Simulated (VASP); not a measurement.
Hf3C: single point with PBE

Crystal: Hf3C.

```xyz
8
Lattice="5.8217 0.0000 0.0000 -2.9108 5.0417 0.0000 0.0000 0.0000 4.6692" Properties=species:S:1:pos:R:3 pbc="T T T"
Hf    2.9108    3.3038    1.1673
Hf   -1.4057    4.1728    3.5019
Hf    1.5051    0.8690    1.1673
Hf    0.0000    1.7380    3.5019
Hf    4.3166    0.8690    1.1673
Hf    1.4057    4.1728    3.5019
C     0.0000    3.3612    1.1673
C     2.9108    1.6806    3.5019
```

```yaml
Program: VASP 6.6.1
Task: single point
Functional: PBE
Potentials_or_basis: VASP PAW PBE potentials, release 64 (Hf_pv, C)
Cutoff: 520 eV
k_mesh: 6 × 6 × 8
Occupations: gaussian, width 0.1 eV
Spin: no spin polarisation
Dipole_correction: no
Further_INCAR_settings: ALGO = Normal; EDIFF = 1e-07; NBANDS = 44
```

```yaml
Pressure: -0.6 GPa
Band_gap_on_the_k_mesh: zero (bands 34 and 35 overlap by 0.63 eV)
```

Forces in eV/Å, atoms in the order of the input:
```
Hf   0.000  0.003  0.000
Hf  -0.002  0.001  0.000
Hf  -0.002 -0.001  0.000
Hf   0.000 -0.003  0.000
Hf   0.002 -0.001  0.000
Hf   0.002  0.001  0.000
C    0.000  0.000  0.000
C    0.000  0.000  0.000
```

Levels at points of the mesh, in eV from the Fermi level:
| k point | band 31 | band 32 | band 33 | band 34 | band 35 | band 36 | band 37 | band 38 |
| --- | --- | --- | --- | --- | --- | --- | --- | --- |
| (0.00, 0.00, 0.00) | -1.25 | -1.25 | -1.17 | -0.75 | -0.18 | -0.18 | 0.98 | 1.03 |
| (0.50, 0.00, 0.00) | -1.30 | -0.69 | -0.42 | -0.02 | 0.22 | 0.61 | 0.82 | 1.12 |
| (0.00, 0.00, 0.50) | -1.60 | -1.60 | -0.75 | -0.75 | -0.18 | -0.18 | -0.18 | -0.18 |
| (0.50, 0.00, 0.50) | -0.75 | -0.75 | -0.27 | -0.27 | 0.45 | 0.45 | 0.89 | 0.89 |

Run time: 2.8 min on 1 thread of Intel(R) Xeon(R) 6975P-C (Granite Rapids) (shared host), peak memory 0.37 GiB.

Caveat: spin-orbit coupling is left out, which moves the levels of the heavy elements.
